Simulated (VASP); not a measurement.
**Bi: single point with PBE**

The system is Bi, a slab with vacuum.

```
CELL_PARAMETERS angstrom
4.41900 0.00000 0.00000
-2.20950 3.82697 0.00000
0.00000 0.00000 28.00000
ATOMIC_POSITIONS crystal
Bi 0.33333 0.66667 0.50000
Bi 0.66667 0.33333 0.50000
```

```yaml
Program: VASP 6.6.1
Task: single point
Functional: PBE
Potentials_or_basis: VASP PAW PBE potentials, release 64 (Bi_d)
Cutoff: 520 eV
k_mesh: 9 × 9 × 1
Occupations: gaussian, width 0.02 eV
Spin: no spin polarisation
```

```
Band gap on the k mesh : zero (band 15 reaches -1.79 eV, above the bottom of band 16 at -2.56 eV)
```

Levels at points of the mesh, in eV from the Fermi level:
```csv
k point,band 11,band 12,band 13,band 14,band 15,band 16,band 17,band 18,band 19,band 20
"(0.00, 0.00, 0.00)",-14.74,-5.35,-3.81,-2.54,-2.54,2.50,2.50,2.53,3.70,3.97
```

Wall time 2.1 min on 1 thread of Intel(R) Xeon(R) 6975P-C (Granite Rapids), with other jobs on the host, peak memory 0.57 GiB.

Caveat: spin-orbit coupling is left out, which moves the levels of the heavy elements.
